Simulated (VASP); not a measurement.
A run of VASP 6.6.1 is set up as follows.

INCAR

```
SYSTEM = CdTe
ALGO = Normal
EDIFF = 1E-7
ENCUT = 520
GGA = PE
ISIF = 2
ISMEAR = -1
LASPH = .True.
LCHARG = .True.
LELF = .True.
LREAL = .False.
LVHAR = .True.
LWAVE = .False.
NBANDS = 16
NELM = 100
PREC = Accurate
SIGMA = 0.05
```

The input KPOINTS:

```
k-points
0
Gamma
  7 7 7
  0 0 0
```

POSCAR

```
CdTe
1.0
    0.0000000000      3.2262257841      3.2262257841
    3.2262257841      0.0000000000      3.2262257841
    3.2262257841      3.2262257841      0.0000000000
Te Cd
1 1
Direct
    0.7500000000      0.7500000000      0.7500000000
    0.0000000000      0.0000000000      0.0000000000
```

Potentials or basis: VASP PAW PBE potentials, release 64 (Te, Cd).

Launch:

```console
$ cat potpaw_PBE.64/Te/POTCAR potpaw_PBE.64/Cd/POTCAR > POTCAR
$ mpirun -np 1 vasp_std > vasp.out
```

(1) Predict the pressure.

(2) Estimate the band gap on the k mesh.

Results:

(1) 3.4 GPa.

(2) 0.81 eV, direct.

Caveat: spin-orbit coupling is left out, which moves the levels of the heavy elements.
